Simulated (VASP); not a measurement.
# Ge (Fddd) in VASP: further runs

Runs on Ge. Level: PBE. Tasks: single point.

Program: VASP 6.6.1. These are calculated values, not measurements. Logs are shortened: lines on timing, memory, paths and dates and some standing lists are left out, and cuts for length are marked.

### Step 1. The cell of the first run

It takes space group Fddd (No. 70, orthorhombic). Conventional cell: a = 5.629 Å, b = 5.658 Å, c = 5.686 Å, α = 90.00°, β = 90.00°, γ = 90.00°. Within 3.2 Å of Ge (site symmetry 222) lie 4 Ge at 2.45 Å.

### Step 2. Single point, PBE (strain +0.0050 x Voigt [1, -1, 0, 0, 0, 0])

File INCAR:

```
SYSTEM = Ge
ALGO = Fast
EDIFF = 1E-6
ENCUT = 520
GGA = PE
ISIF = 2
ISMEAR = 0
LASPH = .True.
LCHARG = .False.
LREAL = .False.
LWAVE = .False.
NBANDS = 21
NELM = 60
PREC = Accurate
SIGMA = 0.15
```

File KPOINTS:

```
k-points
0
Gamma
  14 14 14
  0 0 0
```

File POSCAR:

```
Ge
1.0
    0.0000000000      2.8146261500      2.8287700000
    2.8429138500      0.0000000000      2.8287700000
    2.8429138500      2.8146261500      0.0000000000
Ge
2
Direct
    0.5000000000      0.5000000000      0.5000000000
    0.7500000000      0.7500000000      0.7500000000
```

Potentials or basis: VASP PAW PBE potentials, release 64 (Ge_d).

Started as:

```
> cat potpaw_PBE.64/Ge_d/POTCAR > POTCAR
> mpirun -np 1 vasp_std > vasp.out
```

OUTCAR:

```text
SYSTEM = Ge
   EDIFF = 1E-6
   ENCUT = 520
   GGA = PE
   ISIF = 2
   ISMEAR = 0
   LASPH = .True.
   LREAL = .False.
   NELM = 60
   PREC = Accurate

 ion  position               nearest neighbor table
   1  0.500  0.500  0.500-   2 2.45   2 2.45   2 2.45   2 2.45
   2  0.750  0.750  0.750-   1 2.45   1 2.45   1 2.45   1 2.45

  LATTYP: Found a face centered orthorhombic cell.
 ALAT       =     5.6292523000
 B/A-ratio  =     1.0050251256
 C/A-ratio  =     1.0100502513

  Lattice vectors:

 A1 = (  -2.8429138500,   0.0000000000,  -2.8287700000)
 A2 = (  -2.8429138500,   2.8146261500,   0.0000000000)
 A3 = (   0.0000000000,   2.8146261500,  -2.8287700000)

Analysis of symmetry for initial positions (statically):
=====================================================================
 Subroutine PRICEL returns:
 Original cell was already a primitive cell.

 Routine SETGRP: Setting up the symmetry group for a
 face centered orthorhombic supercell.

 Subroutine GETGRP returns: Found  8 space group operations
 (whereof  4 operations were pure point group operations)
 out of a pool of  8 trial point group operations.

The static configuration has the point symmetry D_2 .
 The point group associated with its full space group is D_2h.

Analysis of symmetry for dynamics (positions and initial velocities):
=====================================================================
 Subroutine PRICEL returns:
 Original cell was already a primitive cell.

 Routine SETGRP: Setting up the symmetry group for a
 face centered orthorhombic supercell.

 Subroutine GETGRP returns: Found  8 space group operations
 (whereof  4 operations were pure point group operations)
 out of a pool of  8 trial point group operations.

The dynamic configuration has the point symmetry D_2 .
 The point group associated with its full space group is D_2h.

 Subroutine INISYM returns: Found  8 space group operations
 (whereof  4 operations are pure point group operations),
 and found     1 'primitive' translations

----------------------------------------------------------------------------------------

                                     Primitive cell

  volume of cell :      45.2702

  direct lattice vectors                    reciprocal lattice vectors
     0.000000000  2.814626150  2.828770000    -0.175875889  0.177643486  0.176755268
     2.842913850  0.000000000  2.828770000     0.175875889 -0.177643486  0.176755268
     2.842913850  2.814626150  0.000000000     0.175875889  0.177643486 -0.176755268

  length of vectors
     3.990496219  4.010498581  4.000534905     0.306156759  0.306156759  0.306156759

  position of ions in fractional coordinates (direct lattice)
     0.500000000  0.500000000  0.500000000
     0.750000000  0.750000000  0.750000000

  ion indices of the primitive-cell ions
   primitive index   ion index
                 1           1
                 2           2

----------------------------------------------------------------------------------------

 KPOINTS: k-points

Automatic generation of k-mesh.
 Grid dimensions read from file:
 generate k-points for:   14   14   14

 Generating k-lattice:

  Cartesian coordinates                     Fractional coordinates (reciprocal lattice)
    -0.012562563  0.012688820  0.012625376     0.071428571  0.000000000  0.000000000
     0.012562563 -0.012688820  0.012625376    -0.000000000  0.071428571 -0.000000000
     0.012562563  0.012688820 -0.012625376     0.000000000  0.000000000  0.071428571

  Length of vectors
     0.021868340  0.021868340  0.021868340

  Shift w.r.t. Gamma in fractional coordinates (k-lattice)
     0.000000000  0.000000000  0.000000000

 Subroutine IBZKPT returns following result:
 ===========================================

 Found    428 irreducible k-points:

 Following reciprocal coordinates:
            Coordinates               Weight
  0.000000  0.000000  0.000000      1.000000
  0.071429  0.000000  0.000000      8.000000
  0.142857 -0.000000  0.000000      8.000000
  0.214286  0.000000  0.000000      8.000000
  0.285714  0.000000 -0.000000      8.000000
  0.357143 -0.000000 -0.000000      8.000000
[... 16 lines left out ...]
  0.214286  0.142857  0.000000      8.000000
  0.285714  0.142857 -0.000000      8.000000
 [... further k-points ...]
   k-points           NKPTS =    428   k-points in BZ     NKDIM =    428   number of bands    NBANDS=     21
   number of dos      NEDOS =    301   number of ions     NIONS =      2
   total plane-waves  NPLWV =  27000
   dimension x,y,z NGX =    30 NGY =   30 NGZ =   30
   dimension x,y,z NGXF=    60 NGYF=   60 NGZF=   60
   ions per type =               2
   NGX,Y,Z   is equivalent  to a cutoff of  12.50, 12.44, 12.47 a.u.
   NGXF,Y,Z  is equivalent  to a cutoff of  25.00, 24.87, 24.93 a.u.
 SYSTEM =  Ge
   PREC   = accura    normal or accurate (medium, high low for compatibility)
   ISTART =      0    job   : 0-new  1-cont  2-samecut
   ICHARG =      2    charge: 1-file 2-atom 10-const
   ISPIN  =      1    spin polarized calculation?
   LNONCOLLINEAR =      F non collinear calculations
   LSORBIT =      F    spin-orbit coupling
   LASPH  =      T    aspherical Exc in radial PAW
   ENCUT  =  520.0 eV  38.22 Ry    6.18 a.u.   7.42  7.46  7.44*2*pi/ulx,y,z
   NELM   =     60;   NELMIN=  2; NELMDL= -5     # of ELM steps
   EDIFF  = 0.1E-05   stopping-criterion for ELM
   LREAL  =      F    real-space projection
   EDIFFG = 0.1E-04   stopping-criterion for IOM
   NSW    =      0    number of steps for IOM
   IBRION =     -1    ionic relax: 0-MD 1-quasi-New 2-CG
   NFREE  =      0    steps in history (QN), initial steepest desc. (CG)
   ISIF   =      2    stress and relaxation
   ISYM   =      2    0-nonsym 1-usesym 2-fastsym
   POTIM  = 0.5000    time-step for ionic-motion
   TEBEG  =    0.0;   TEEND  =   0.0 temperature during run
   PSTRESS=    0.0 pullay stress
   NELECT =      28.0000    total number of electrons
   NUPDOWN=      -1.0000    fix difference up-down
   EMIN   =  10.00;   EMAX   =-10.00  energy-range for DOS
   EFERMI =   0.00;   METHOD = LEGACY
   ISMEAR =     0;   SIGMA  =   0.15  broadening in eV -4-tet -1-fermi 0-gaus
   EFERMI_NEDOS =   21; number of points for ismear=-14 and -15
   IALGO  =     68    algorithm
   IMIX   =      4    mixing-type and parameters
     AMIX     =   0.40;   BMIX     =  1.00
     AMIX_MAG =   1.60;   BMIX_MAG =  1.00
  volume/ion in A,a.u.               =      22.64       152.75
  Fermi-wavevector in a.u.,A,eV,Ry     =   1.394837  2.635860 26.471094  1.945571
  Thomas-Fermi vector in A             =   2.518347
   LORBIT       =      0    0 simple, 1 ext, 2 COOP (PROOUT), +10 PAW based schemes
   GGA     = PE    functional components
   LHFCALC =     F    Hartree Fock is set to
   AEXX    =    0.0000 exact exchange contribution
   IVDW    =     0    specifies the selected vdW correction
   LEPSILON=     F    determine dielectric tensor
   LRPA    =     F    only Hartree local field effects (RPA)
 non-spin polarized calculation
 RMM-DIIS sequential band-by-band and
 Gauss-broadening in eV      SIGMA  =   0.15
  energy-cutoff  :      520.00
  volume of cell :       45.27
 maximum number of plane-waves:      1243
 NGX is ok and might be reduce to    30
   NGX = 15   NGY = 15   NGZ = 15

 number of electron      28.0000023 magnetization

 Free energy of the ion-electron system (eV)
  ---------------------------------------------------
  ext. energy  EPLUGINS =         0.00000000
  ---------------------------------------------------
  free energy    TOTEN  =        -9.00911272 eV

  energy without entropy =       -9.00867888  energy(sigma->0) =       -9.00889580

 E-fermi :   5.0643     XC(G=0):  -9.9260

 val. band max:        5.0320084850   @ k =   0.0000   0.0000   0.0000
 cond. band min:       5.1772227252   @ k =   0.5000   0.0000   0.0000
 fundamental gap:      0.1452142402
 Fermi energy:         5.0642782570

 k-point     1 :       0.0000    0.0000    0.0000
  band No.  band energies     occupation
      1     -19.8237      2.00000
      2     -19.8225      2.00000
      3     -19.8213      2.00000
      4     -19.7867      2.00000
      5     -19.7859      2.00000
      6     -19.5779      2.00000
[... 13 lines left out ...]
     20      14.3893      0.00000
     21      14.5626      0.00000

 k-point     2 :       0.0714    0.0000    0.0000
  band No.  band energies     occupation
      1     -19.8266      2.00000
      2     -19.8252      2.00000
      3     -19.8215      2.00000
      4     -19.7822      2.00000
      5     -19.7816      2.00000
      6     -19.5819      2.00000
[... 13 lines left out ...]
     20      13.9392      0.00000
     21      14.0848      0.00000

 k-point     3 :       0.1429   -0.0000    0.0000
  band No.  band energies     occupation
      1     -19.8330      2.00000
      2     -19.8316      2.00000
      3     -19.8193      2.00000
      4     -19.7726      2.00000
      5     -19.7721      2.00000
      6     -19.5901      2.00000
[... 13 lines left out ...]
     20      13.4081      0.00000
     21      13.5183      0.00000

 k-point     4 :       0.2143    0.0000    0.0000
  band No.  band energies     occupation
      1     -19.8391      2.00000
      2     -19.8375      2.00000
      3     -19.8158      2.00000
      4     -19.7623      2.00000
      5     -19.7621      2.00000
      6     -19.5984      2.00000
[... 13 lines left out ...]
     20      13.2286      0.00000
     21      13.2946      0.00000

 k-point     5 :       0.2857    0.0000   -0.0000
  band No.  band energies     occupation
      1     -19.8436      2.00000
      2     -19.8417      2.00000
      3     -19.8119      2.00000
      4     -19.7539      2.00000
      5     -19.7538      2.00000
      6     -19.6047      2.00000
[... 13 lines left out ...]
     20      13.5195      0.00000
     21      13.5364      0.00000
[... 382 lines left out ...]
     20      13.2798      0.00000
     21      13.8706      0.00000

 k-point    22 :       0.1429    0.1429    0.0000
  band No.  band energies     occupation
      1     -19.8309      2.00000
      2     -19.8309      2.00000
      3     -19.8286      2.00000
      4     -19.7747      2.00000
      5     -19.7569      2.00000
      6     -19.6169      2.00000
[... 13 lines left out ...]
     20      12.9537      0.00000
     21      14.8177      0.00000

 k-point    23 :       0.2143    0.1429    0.0000
  band No.  band energies     occupation
      1     -19.8393      2.00000
      2     -19.8340      2.00000
      3     -19.8249      2.00000
      4     -19.7671      2.00000
      5     -19.7449      2.00000
      6     -19.6300      2.00000
[... 13 lines left out ...]
     20      13.7241      0.00000
     21      14.7425      0.00000

 k-point    24 :       0.2857    0.1429   -0.0000
  band No.  band energies     occupation
      1     -19.8475      2.00000
      2     -19.8389      2.00000
      3     -19.8169      2.00000
      4     -19.7579      2.00000
      5     -19.7342      2.00000
      6     -19.6399      2.00000
[... 13 lines left out ...]
     20      14.3224      0.00000
     21      14.7940      0.00000

 [... further k-points ...]
[... 5 lines left out ...]
  --------------------------------------------------------------------------------------
  -------------------------------------------------------------------------------------
  Total        0.9412354      1.1397887      1.0428817      0.0000000      0.0000000      0.0000000
  in kB       33.3116998     40.3387895     36.9091094      0.0000000      0.0000000      0.0000000
  external PRESSURE =      36.8531996 kB  Pullay stress =       0.0000000 kB

 VOLUME and BASIS-vectors are now :
 -----------------------------------------------------------------------------
  energy-cutoff  :      520.00
  volume of cell :       45.27
      direct lattice vectors                 reciprocal lattice vectors
     0.000000000  2.814626150  2.828770000    -0.175875889  0.177643486  0.176755268
     2.842913850  0.000000000  2.828770000     0.175875889 -0.177643486  0.176755268
     2.842913850  2.814626150  0.000000000     0.175875889  0.177643486 -0.176755268

 POSITION                                       TOTAL-FORCE (eV/Angst)
 -----------------------------------------------------------------------------------
      2.84291      2.81463      2.82877        -0.000000     -0.000000      0.000000
      4.26437      4.22194      4.24315         0.000000      0.000000     -0.000000
 -----------------------------------------------------------------------------------
    total drift:                                0.000000     -0.000000     -0.000000

  FREE ENERGIE OF THE ION-ELECTRON SYSTEM (eV)
  ---------------------------------------------------
  free  energy   TOTEN  =        -9.0091127249 eV

  energy  without entropy=       -9.0086788834  energy(sigma->0) =       -9.00889580
```

Run time: 6.5 min. Hardware: 1 thread of Oxide Virtual Turin-like, shared host; peak memory 0.38 GiB.

What came out:

```
Free energy            : -9.0091 eV
Pressure               : 3.7 GPa
Band gap on the k mesh : zero (filled and empty bands touch)
```

Stress tensor (GPa, compression positive):
```
3.33 0.00 0.00
0.00 4.03 0.00
0.00 0.00 3.69
```

Caveat: the cell differs from its parent crystal (strain +0.0050 x Voigt [1, -1, 0, 0, 0, 0]); the cell stands under pressure; semilocal functionals underestimate gaps, and a narrow one can read as zero.

### Step 3. Single point, PBE (strain -0.0200 x Voigt [1, -1, 0, 0, 0, 0])

File INCAR:

```
  PREC = Accurate
  ENCUT = 520
  EDIFF = 1E-6
  ISMEAR = 0
  SIGMA = 0.15
  LREAL = False
  LASPH = True
  NELM = 60
  ALGO = Normal
  ISIF = 2
  LWAVE = False
  LCHARG = True
  GGA = PE
  LELF = True
  LVHAR = True
  NBANDS = 21
```

File KPOINTS:

```
regular mesh
0
Gamma
  14 14 14
```

File POSCAR:

```
Ge
1.0
    0.0000000000      2.8853454000      2.8287700000
    2.7721946000      0.0000000000      2.8287700000
    2.7721946000      2.8853454000      0.0000000000
Ge
2
Direct
    0.5000000000      0.5000000000      0.5000000000
    0.7500000000      0.7500000000      0.7500000000
```

Potentials or basis: VASP PAW PBE potentials, release 64 (Ge_d).

Started as:

```
> cat potpaw_PBE.64/Ge_d/POTCAR > POTCAR
> mpirun -np 1 vasp_std > vasp.out
```

Run time: 7.9 min. Hardware: 1 thread of Oxide Virtual Turin-like, shared host; peak memory 0.38 GiB.

Results (log left out):

```yaml
Free_energy: -9.0013 eV
Pressure: 3.6 GPa
Band_gap_on_the_k_mesh: 0.12 eV
```

Stress tensor (GPa, compression positive):
```
4.98 0.00 0.00
0.00 2.16 0.00
0.00 0.00 3.71
```

Levels at points of the mesh, in eV from the valence-band top:
```tsv
k point	band 12	band 13	band 14	band 15	band 16	band 17
(0.00, 0.00, 0.00)	-0.19	-0.02	0.00	0.12	2.43	2.53
(0.50, 0.00, 0.00)	-7.63	-1.59	-1.28	0.14	3.63	3.84
(0.50, 0.50, 0.00)	-8.91	-3.10	-3.10	0.73	0.73	9.40
(0.50, 0.00, 0.50)	-9.01	-2.96	-2.96	0.89	0.89	9.45
(0.00, 0.50, 0.50)	-8.82	-3.24	-3.24	0.57	0.57	9.48
```

Caveat: the cell differs from its parent crystal (strain -0.0200 x Voigt [1, -1, 0, 0, 0, 0]); the cell stands under pressure; semilocal functionals underestimate gaps, and a narrow one can read as zero.

### Step 4. Single point, PBE (strain +0.0150 x Voigt [1, -1, 0, 0, 0, 0])

File INCAR:

```
SYSTEM = Ge
ALGO = Normal
EDIFF = 1E-6
ENCUT = 520
GGA = PE
ISIF = 2
ISMEAR = 0
LASPH = .TRUE.
LCHARG = .FALSE.
LREAL = .FALSE.
LWAVE = .FALSE.
NBANDS = 21
NELM = 100
PREC = Accurate
SIGMA = 0.15
```

File KPOINTS:

```
k-points
0
G
  14 14 14
  0 0 0
```

File POSCAR:

```
Ge
1.0
    0.0000000000      2.7863384500      2.8287700000
    2.8712015500      0.0000000000      2.8287700000
    2.8712015500      2.7863384500      0.0000000000
Ge
2
Direct
    0.5000000000      0.5000000000      0.5000000000
    0.7500000000      0.7500000000      0.7500000000
```

Started as:

```
> cat potpaw_PBE.64/Ge_d/POTCAR > POTCAR
> mpirun -np 1 vasp_std > vasp.out
```

Wall time 7 min (1 thread of Oxide Virtual Turin-like, shared host); peak memory 0.38 GiB.

Results (log left out):

| Item | Value |
| --- | --- |
| Free energy | -9.0050 eV |
| Pressure | 3.6 GPa |
| Band gap on the k mesh | 0.08 eV |

Stress tensor (GPa, compression positive):
```
2.52 0.00 0.00
0.00 4.63 0.00
0.00 0.00 3.65
```

Levels at points of the mesh, in eV from the valence-band top:
```csv
k point,band 11,band 12,band 13,band 14,band 15,band 16,band 17,band 18
"(0.00, 0.00, 0.00)",-12.81,-0.15,-0.03,0.00,0.08,2.45,2.53,2.60
"(0.50, 0.00, 0.00)",-10.71,-7.63,-1.55,-1.32,0.14,3.65,3.81,7.11
"(0.50, 0.50, 0.00)",-8.92,-8.92,-3.10,-3.10,0.72,0.72,9.44,9.44
"(0.50, 0.00, 0.50)",-8.85,-8.85,-3.21,-3.21,0.60,0.60,9.49,9.49
"(0.00, 0.50, 0.50)",-8.99,-8.99,-3.00,-3.00,0.84,0.84,9.46,9.46
```

Caveat: the cell differs from its parent crystal (strain +0.0150 x Voigt [1, -1, 0, 0, 0, 0]); the cell stands under pressure; semilocal functionals underestimate gaps, and a narrow one can read as zero.

### Step 5. Summary

```tsv
cell	gap on the mesh (eV)	pressure (GPa)
a = 3.990, b = 4.010, c = 4.001 Å, angles 59.8, 60.2, 60.0°, 2 atoms	none	3.7
a = 4.041, b = 3.961, c = 4.001 Å, angles 61.0, 59.0, 60.0°, 2 atoms	0.12	3.6
a = 3.971, b = 4.031, c = 4.001 Å, angles 59.3, 60.7, 60.0°, 2 atoms	0.08	3.6
```

Alike in all rows: task single point; level PBE; potentials or basis VASP PAW PBE potentials, release 64 (Ge_d); no spin polarisation; k mesh 14 × 14 × 14; cutoff (eV) 520; smearing gaussian 0.15 eV.

Caveats: the cell stands under pressure; semilocal functionals underestimate gaps, and a narrow one can read as zero.

Absolute energies hang on the potentials; compare differences alone.

The gap in the log of VASP goes by the Fermi energy; the results here count the filled bands.